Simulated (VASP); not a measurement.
# HgTe (Coloradoite) (F-43m) in VASP: further runs

HgTe (Coloradoite) is run at these levels: PBEsol; tasks: single point.

Program: VASP 6.6.1. These are calculated values, not measurements. Logs are shortened: lines on timing, memory, paths and dates and some standing lists are left out, and cuts for length are marked.

### Step 1. The cell of the first run

Symmetry: F-43m, No. 216, cubic system. Conventional cell: a = 6.298 Å, b = 6.298 Å, c = 6.298 Å, α = 90.00°, β = 90.00°, γ = 90.00°. Within 3.6 Å of Hg (site symmetry -43m) lie 4 Te at 2.73 Å. Within 3.6 Å of Te (site symmetry -43m) lie 4 Hg at 2.73 Å.

### Step 2. Single point, PBEsol (volume scaled by 0.94)

Contents of INCAR:

```
  ALGO = Normal
  EDIFF = 1E-6
  ENCUT = 520
  GGA = PS
  ISIF = 2
  ISMEAR = -1
  LASPH = T
  LCHARG = F
  LREAL = F
  LWAVE = F
  NBANDS = 16
  NELM = 100
  PREC = Accurate
  SIGMA = 0.05
```

Contents of KPOINTS:

```
k-points
0
Gamma
  7 7 7
```

Contents of POSCAR:

```
HgTe
1.0
    0.0000000000      3.1488795465      3.1488795465
    3.1488795465      0.0000000000      3.1488795465
    3.1488795465      3.1488795465      0.0000000000
Hg Te
1 1
Direct
    0.0000000000      0.0000000000      0.0000000000
    0.7500000000      0.7500000000      0.7500000000
```

Potentials or basis: VASP PAW PBE potentials, release 64 (Hg, Te).

Command:

```console
$ cat potpaw_PBE.64/Hg/POTCAR potpaw_PBE.64/Te/POTCAR > POTCAR
$ mpirun -np 1 vasp_std > vasp.out
```

OUTCAR:

```text
EDIFF = 1E-6
   ENCUT = 520
   GGA = PS
   ISIF = 2
   ISMEAR = -1
   LASPH = T
   LREAL = F
   NELM = 100
   PREC = Accurate

 ion  position               nearest neighbor table
   1  0.000  0.000  0.000-   2 2.73   2 2.73   2 2.73   2 2.73
   2  0.750  0.750  0.750-   1 2.73   1 2.73   1 2.73   1 2.73

  LATTYP: Found a face centered cubic cell.
 ALAT       =     6.2977590930

  Lattice vectors:

 A1 = (   0.0000000000,   3.1488795465,   3.1488795465)
 A2 = (   3.1488795465,   0.0000000000,   3.1488795465)
 A3 = (   3.1488795465,   3.1488795465,   0.0000000000)

Analysis of symmetry for initial positions (statically):
=====================================================================
 Subroutine PRICEL returns:
 Original cell was already a primitive cell.

 Routine SETGRP: Setting up the symmetry group for a
 face centered cubic supercell.

 Subroutine GETGRP returns: Found 24 space group operations
 (whereof 24 operations were pure point group operations)
 out of a pool of 48 trial point group operations.

The static configuration has the point symmetry T_d .

Analysis of symmetry for dynamics (positions and initial velocities):
=====================================================================
 Subroutine PRICEL returns:
 Original cell was already a primitive cell.

 Routine SETGRP: Setting up the symmetry group for a
 face centered cubic supercell.

 Subroutine GETGRP returns: Found 24 space group operations
 (whereof 24 operations were pure point group operations)
 out of a pool of 48 trial point group operations.

The dynamic configuration has the point symmetry T_d .

 Subroutine INISYM returns: Found 24 space group operations
 (whereof 24 operations are pure point group operations),
 and found     1 'primitive' translations

----------------------------------------------------------------------------------------

                                     Primitive cell

  volume of cell :      62.4451

  direct lattice vectors                    reciprocal lattice vectors
     0.000000000  3.148879546  3.148879546    -0.158786639  0.158786639  0.158786639
     3.148879546  0.000000000  3.148879546     0.158786639 -0.158786639  0.158786639
     3.148879546  3.148879546  0.000000000     0.158786639  0.158786639 -0.158786639

  length of vectors
     4.453188161  4.453188161  4.453188161     0.275026526  0.275026526  0.275026526

  position of ions in fractional coordinates (direct lattice)
     0.000000000  0.000000000  0.000000000
     0.750000000  0.750000000  0.750000000

  ion indices of the primitive-cell ions
   primitive index   ion index
                 1           1
                 2           2

----------------------------------------------------------------------------------------

 KPOINTS: k-points

Automatic generation of k-mesh.
 Grid dimensions read from file:
 generate k-points for:    7    7    7

 Generating k-lattice:

  Cartesian coordinates                     Fractional coordinates (reciprocal lattice)
    -0.022683806  0.022683806  0.022683806     0.142857143  0.000000000  0.000000000
     0.022683806 -0.022683806  0.022683806     0.000000000  0.142857143  0.000000000
     0.022683806  0.022683806 -0.022683806     0.000000000  0.000000000  0.142857143

  Length of vectors
     0.039289504  0.039289504  0.039289504

  Shift w.r.t. Gamma in fractional coordinates (k-lattice)
     0.000000000  0.000000000  0.000000000

 Subroutine IBZKPT returns following result:
 ===========================================

 Found     20 irreducible k-points:

 Following reciprocal coordinates:
            Coordinates               Weight
  0.000000  0.000000  0.000000      1.000000
  0.142857  0.000000  0.000000      8.000000
  0.285714  0.000000  0.000000      8.000000
  0.428571  0.000000  0.000000      8.000000
  0.142857  0.142857  0.000000      6.000000
  0.285714  0.142857  0.000000     24.000000
[... 12 lines left out ...]
 -0.428571  0.428571  0.142857     24.000000
 -0.285714  0.428571  0.142857     24.000000
   k-points           NKPTS =     20   k-points in BZ     NKDIM =     20   number of bands    NBANDS=     16
   number of dos      NEDOS =    301   number of ions     NIONS =      2
   total plane-waves  NPLWV =  46656
   dimension x,y,z NGX =    36 NGY =   36 NGZ =   36
   dimension x,y,z NGXF=    72 NGYF=   72 NGZF=   72
   ions per type =               1   1
   NGX,Y,Z   is equivalent  to a cutoff of  13.44, 13.44, 13.44 a.u.
   NGXF,Y,Z  is equivalent  to a cutoff of  26.88, 26.88, 26.88 a.u.
 SYSTEM =  unknown system
   PREC   = accura    normal or accurate (medium, high low for compatibility)
   ISTART =      0    job   : 0-new  1-cont  2-samecut
   ICHARG =      2    charge: 1-file 2-atom 10-const
   ISPIN  =      1    spin polarized calculation?
   LNONCOLLINEAR =      F non collinear calculations
   LSORBIT =      F    spin-orbit coupling
   LASPH  =      T    aspherical Exc in radial PAW
[... 111 lines left out ...]
      5      -3.4086      2.00000
      6      -3.3699      2.00000
[... 8 lines left out ...]
     15      11.8518      0.00000
     16      13.5659      0.00000

 k-point     6 :       0.2857    0.1429    0.0000
  band No.  band energies     occupation
      1      -8.4181      2.00000
      2      -3.9579      2.00000
      3      -3.8822      2.00000
      4      -3.8478      2.00000
      5      -3.4121      2.00000
      6      -3.3580      2.00000
[... 8 lines left out ...]
     15      12.8153      0.00000
     16      13.2928      0.00000

 k-point     7 :       0.4286    0.1429    0.0000
  band No.  band energies     occupation
      1      -8.1553      2.00000
      2      -3.8818      2.00000
      3      -3.8316      2.00000
      4      -3.5500      2.00000
      5      -3.3495      2.00000
      6      -3.3043      2.00000
[... 8 lines left out ...]
     15      13.1192      0.00000
     16      14.0072      0.00000

 k-point     8 :      -0.4286    0.1429    0.0000
  band No.  band energies     occupation
      1      -8.0702      2.00000
      2      -3.8581      2.00000
      3      -3.8312      2.00000
      4      -3.4021      2.00000
      5      -3.3690      2.00000
      6      -3.0369      2.00000
[... 8 lines left out ...]
     15      13.3111      0.00000
     16      13.3825      0.00000

 k-point     9 :      -0.2857    0.1429    0.0000
  band No.  band energies     occupation
      1      -8.2379      2.00000
      2      -3.8774      2.00000
      3      -3.8717      2.00000
      4      -3.6402      2.00000
      5      -3.4045      2.00000
      6      -3.3357      2.00000
[... 8 lines left out ...]
     15      12.4672      0.00000
     16      14.0799      0.00000
[... 96 lines left out ...]
 k-point    15 :       0.4286    0.4286    0.0000
  band No.  band energies     occupation
      1      -7.9324      2.00000
      2      -3.8770      2.00000
      3      -3.6320      2.00000
      4      -3.6320      2.00000
      5      -3.3123      2.00000
      6      -3.0615      2.00000
[... 8 lines left out ...]
     15      14.0803      0.00000
     16      15.9840      0.00000

 k-point    16 :      -0.4286    0.4286    0.0000
  band No.  band energies     occupation
      1      -7.8844      2.00000
      2      -3.8380      2.00000
      3      -3.6310      2.00000
      4      -3.5938      2.00000
      5      -3.3261      2.00000
      6      -2.7679      2.00000
[... 8 lines left out ...]
     15      14.1991      0.00000
     16      15.5983      0.00000

 k-point    17 :       0.4286    0.2857    0.1429
  band No.  band energies     occupation
      1      -8.1952      2.00000
      2      -3.8821      2.00000
      3      -3.8180      2.00000
      4      -3.6982      2.00000
      5      -3.3820      2.00000
      6      -3.3283      2.00000
[... 8 lines left out ...]
     15      14.1523      0.00000
     16      14.2724      0.00000

 k-point    18 :      -0.4286    0.2857    0.1429
  band No.  band energies     occupation
      1      -8.0070      2.00000
      2      -3.8213      2.00000
      3      -3.7784      2.00000
      4      -3.4878      2.00000
      5      -3.3726      2.00000
      6      -3.0674      2.00000
[... 8 lines left out ...]
     15      13.7436      0.00000
     16      14.3896      0.00000

 k-point    19 :      -0.4286    0.4286    0.1429
  band No.  band energies     occupation
      1      -7.9234      2.00000
      2      -3.8115      2.00000
      3      -3.6945      2.00000
      4      -3.5733      2.00000
      5      -3.3469      2.00000
      6      -2.9314      2.00000
[... 8 lines left out ...]
     15      14.6635      0.00000
     16      15.1538      0.00000

 k-point    20 :      -0.2857    0.4286    0.1429
  band No.  band energies     occupation
      1      -7.9024      2.00000
      2      -3.7881      2.00000
      3      -3.7062      2.00000
      4      -3.4728      2.00000
      5      -3.4081      2.00000
      6      -2.7346      2.00000
[... 8 lines left out ...]
     15      13.9893      0.00000
     16      15.8702      0.00000

------------------------ aborting loop because EDIFF is reached ----------------------------------------

  FORCE on cell =-STRESS in cart. coord.  units (eV):
  Direction    XX          YY          ZZ          XY          YZ          ZX
  --------------------------------------------------------------------------------------
  -------------------------------------------------------------------------------------
  Total        2.1863508      2.1863508      2.1863508     -0.0000000     -0.0000000      0.0000000
  in kB       56.0960516     56.0960516     56.0960516     -0.0000000     -0.0000000      0.0000000
  external PRESSURE =      56.0960516 kB  Pullay stress =       0.0000000 kB

 VOLUME and BASIS-vectors are now :
 -----------------------------------------------------------------------------
  energy-cutoff  :      520.00
  volume of cell :       62.45
      direct lattice vectors                 reciprocal lattice vectors
     0.000000000  3.148879546  3.148879546    -0.158786639  0.158786639  0.158786639
     3.148879546  0.000000000  3.148879546     0.158786639 -0.158786639  0.158786639
     3.148879546  3.148879546  0.000000000     0.158786639  0.158786639 -0.158786639

 POSITION                                       TOTAL-FORCE (eV/Angst)
 -----------------------------------------------------------------------------------
      0.00000      0.00000      0.00000         0.000000      0.000000      0.000000
      4.72332      4.72332      4.72332        -0.000000     -0.000000     -0.000000
 -----------------------------------------------------------------------------------
    total drift:                                0.000000      0.000000      0.000000

  FREE ENERGIE OF THE ION-ELECTRON SYSTEM (eV)
  ---------------------------------------------------
  free  energy   TOTEN  =        -4.2642563276 eV

  energy  without entropy=       -4.2636279075  energy(sigma->0) =       -4.26394212
```

It took 36 s on 1 thread of Intel Xeon 8259CL, shared host; peak memory 0.21 GiB.

What came out:

```yaml
Free_energy: -4.2643 eV
Pressure: 5.6 GPa
Band_gap_on_the_k_mesh: zero (filled and empty bands touch)
```

Levels at points of the mesh, in eV from the Fermi level:
| k point | band 5 | band 6 | band 7 | band 8 | band 9 | band 10 | band 11 | band 12 | band 13 | band 14 |
| --- | --- | --- | --- | --- | --- | --- | --- | --- | --- | --- |
| (0.00, 0.00, 0.00) | -7.25 | -7.25 | -0.65 | -0.04 | -0.04 | -0.04 | 3.98 | 3.98 | 3.98 | 6.22 |

Caveat: the PAW data sets were made with another functional, which shifts forces and pressure a little; spin-orbit coupling is left out, which moves the levels of the heavy elements.

### Step 3. Single point, PBEsol (volume scaled by 0.96)

Contents of INCAR:

```
PREC = Accurate ; ENCUT = 520
EDIFF = 1E-6 ; ISMEAR = -1
SIGMA = 0.05 ; LREAL = False
LASPH = True ; NELM = 60
ALGO = Normal ; ISIF = 2
LWAVE = False ; LCHARG = False
GGA = PS ; NBANDS = 16
```

Contents of KPOINTS:

```
Automatic mesh
0
Gamma
  7 7 7
```

Contents of POSCAR:

```
HgTe
1.0
    0.0000000000      3.1710554852      3.1710554852
    3.1710554852      0.0000000000      3.1710554852
    3.1710554852      3.1710554852      0.0000000000
Hg Te
1 1
Direct
    0.0000000000      0.0000000000      0.0000000000
    0.7500000000      0.7500000000      0.7500000000
```

Potentials or basis: VASP PAW PBE potentials, release 64 (Hg, Te).

Command:

```console
$ cat potpaw_PBE.64/Hg/POTCAR potpaw_PBE.64/Te/POTCAR > POTCAR
$ mpirun -np 1 vasp_std > vasp.out
```

Run time: 40 s. Hardware: 1 thread of Intel Xeon 8259CL, shared host; peak memory 0.21 GiB.

Results (log left out):

```yaml
Free_energy: -4.3053 eV
Pressure: 4.2 GPa
Band_gap_on_the_k_mesh: zero (filled and empty bands touch)
```

Levels at points of the mesh, in eV from the Fermi level:
```tsv
k point	band 5	band 6	band 7	band 8	band 9	band 10	band 11	band 12	band 13	band 14
(0.00, 0.00, 0.00)	-7.14	-7.14	-0.70	-0.04	-0.04	-0.04	4.03	4.03	4.03	6.23
```

Caveat: the PAW data sets were made with another functional, which shifts forces and pressure a little; spin-orbit coupling is left out, which moves the levels of the heavy elements.

### Step 4. Single point, PBEsol (volume scaled by 0.98)

Contents of INCAR:

```
ALGO     = Normal         # electronic algorithm
EDIFF    = 1E-6           # SCF threshold, eV
ENCUT    = 520            # plane-wave cutoff, eV
GGA      = PS             # functional
ISIF     = 2              # what is computed and relaxed
ISMEAR   = -1             # smearing method
LASPH    = T              # aspherical terms in the spheres
LCHARG   = F              # write CHGCAR
LREAL    = F              # projectors in reciprocal space
LWAVE    = F              # write WAVECAR
NBANDS   = 16             # bands
NELM     = 80             # most SCF steps
PREC     = Accurate       # precision mode
SIGMA    = 0.05           # smearing width, eV
```

Contents of KPOINTS:

```
k-points
0
Gamma
  7 7 7
```

Contents of POSCAR:

```
HgTe
1.0
    0.0000000000      3.1929255244      3.1929255244
    3.1929255244      0.0000000000      3.1929255244
    3.1929255244      3.1929255244      0.0000000000
Hg Te
1 1
Direct
    0.0000000000      0.0000000000      0.0000000000
    0.7500000000      0.7500000000      0.7500000000
```

Command:

```console
$ cat potpaw_PBE.64/Hg/POTCAR potpaw_PBE.64/Te/POTCAR > POTCAR
$ mpirun -np 1 vasp_std > vasp.out
```

Wall time 41 s (1 thread of Intel Xeon 8259CL, shared host); peak memory 0.21 GiB.

The run converged. Its results:

```yaml
Free_energy: -4.3355 eV
Pressure: 3.0 GPa
Band_gap_on_the_k_mesh: zero (filled and empty bands touch)
```

Levels at points of the mesh, in eV from the Fermi level:
| k point | band 6 | band 7 | band 8 | band 9 | band 10 | band 11 | band 12 | band 13 |
| --- | --- | --- | --- | --- | --- | --- | --- | --- |
| (0.00, 0.00, 0.00) | -7.03 | -0.76 | -0.04 | -0.04 | -0.04 | 4.07 | 4.07 | 4.07 |

Caveat: the PAW data sets were made with another functional, which shifts forces and pressure a little; spin-orbit coupling is left out, which moves the levels of the heavy elements.

### Step 5. Single point, PBEsol (volume scaled by 1.02)

Contents of INCAR:

```
SYSTEM = HgTe
PREC     = Accurate       ! precision mode
ENCUT    = 520            ! plane-wave cutoff, eV
EDIFF    = 1E-6           ! SCF threshold, eV
ISMEAR   = -1             ! smearing method
SIGMA    = 0.05           ! smearing width, eV
LREAL    = .FALSE.        ! projectors in reciprocal space
LASPH    = .TRUE.         ! aspherical terms in the spheres
NELM     = 60             ! most SCF steps
ALGO     = Normal         ! electronic algorithm
ISIF     = 2              ! what is computed and relaxed
LWAVE    = .FALSE.        ! write WAVECAR
LCHARG   = .FALSE.        ! write CHGCAR
GGA      = PS             ! functional
NBANDS   = 16             ! bands
```

Contents of KPOINTS:

```
Automatic mesh
0
G
  7 7 7
  0 0 0
```

Contents of POSCAR:

```
HgTe
1.0
    0.0000000000      3.2357886999      3.2357886999
    3.2357886999      0.0000000000      3.2357886999
    3.2357886999      3.2357886999      0.0000000000
Hg Te
1 1
Direct
    0.0000000000      0.0000000000      0.0000000000
    0.7500000000      0.7500000000      0.7500000000
```

Command:

```console
$ cat potpaw_PBE.64/Hg/POTCAR potpaw_PBE.64/Te/POTCAR > POTCAR
$ mpirun -np 1 vasp_std > vasp.out
```

Wall time 44 s (1 thread of Intel Xeon 8259CL, shared host); peak memory 0.21 GiB.

Results (log left out):

* Free energy: -4.3679 eV
* Pressure: 0.9 GPa
* Band gap on the k mesh: zero (filled and empty bands touch)

Levels at points of the mesh, in eV from the Fermi level:
| k point | band 7 | band 8 | band 9 | band 10 | band 11 | band 12 |
| --- | --- | --- | --- | --- | --- | --- |
| (0.00, 0.00, 0.00) | -0.86 | -0.04 | -0.04 | -0.04 | 4.14 | 4.14 |

Caveat: the PAW data sets were made with another functional, which shifts forces and pressure a little; spin-orbit coupling is left out, which moves the levels of the heavy elements.

### Step 6. Overview

| cell | gap on the mesh (eV) | pressure (GPa) |
| --- | --- | --- |
| a = 4.453 Å, angles 60.0°, 2 atoms | none | 5.6 |
| a = 4.485 Å, angles 60.0°, 2 atoms | none | 4.2 |
| a = 4.515 Å, angles 60.0°, 2 atoms | none | 3.0 |
| a = 4.576 Å, angles 60.0°, 2 atoms | none | 0.9 |

Alike in all rows: task single point; level PBEsol; potentials or basis VASP PAW PBE potentials, release 64 (Hg, Te); no spin polarisation; k mesh 7 × 7 × 7; cutoff (eV) 520; smearing fermi-dirac 0.05 eV.

Caveats: the PAW data sets were made with another functional, which shifts forces and pressure a little; spin-orbit coupling is left out, which moves the levels of the heavy elements.

Absolute energies hang on the potentials; compare differences alone.
